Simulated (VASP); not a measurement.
Crystal: Ti2AlN3.

```
CELL_PARAMETERS angstrom
4.83952 0.00000 0.00000
-2.41976 4.19115 0.00000
0.00000 0.00000 3.75926
ATOMIC_POSITIONS crystal
Ti 0.66667 0.33333 0.00000
Ti 0.33333 0.66667 0.00000
Al 0.00000 0.00000 0.00000
N 0.50000 0.00000 0.50000
N 0.50000 0.50000 0.50000
N 0.00000 0.50000 0.50000
```

The cell was generated, and may not be a known phase.

* Program: VASP 6.6.1
* Task: relaxation of cell and atoms
* Functional: PBE
* Potentials or basis: VASP PAW PBE potentials, release 64 (Ti_sv, Al, N)
* Cutoff: 600 eV
* k mesh: 6 × 6 × 4
* Occupations: gaussian, width 0.1 eV
* Spin: collinear spin
* Starting moments: [1.0, 1.0, 0.0, 0.0, 0.0, 0.0] μB

At the start: pressure -20.0 GPa; volume 12.71 Å³/atom.

How do energy, volume and symmetry change on relaxing?

Over 10 steps the energy falls by 1178.1 meV/atom and the volume is 11.39 Å³/atom (-10.3 %); space group P6/mmm (No. 191, to 0.1 Å) before and after; moment 0.00 μB per cell.

The path:
```csv
step,energy change (eV),largest force (eV/Å),pressure (GPa),volume (Å³)
1,0.0000,0.0000,-19.99,76.25
2,-4.8771,0.0000,24.81,59.00
3,-4.9268,0.0000,31.93,57.84
4,-5.9877,0.0000,38.93,59.41
5,-6.2037,0.0000,35.14,59.17
6,-7.0263,0.0000,-5.85,70.38
7,-7.0664,0.0000,0.02,68.08
8,-7.0663,0.0000,-0.47,68.27
9,-7.0685,0.0000,-0.39,68.34
10,-7.0687,0.0000,-0.36,68.37
```

Final structure:
```
CELL_PARAMETERS angstrom
5.37685 0.00000 0.00000
-2.68843 4.65649 0.00000
0.00000 0.00000 2.73058
ATOMIC_POSITIONS crystal
Ti 0.66667 0.33333 0.00000
Ti 0.33333 0.66667 0.00000
Al 0.00000 0.00000 0.00000
N 0.50000 0.00000 0.50000
N 0.50000 0.50000 0.50000
N 0.00000 0.50000 0.50000
```

Caveat: the k points lie up to 0.58 Å⁻¹ apart in the final cell, too coarse for converged energies and pressures of a metal; a cell axis changed by over 15 % at a fixed basis, so the end point is rough.
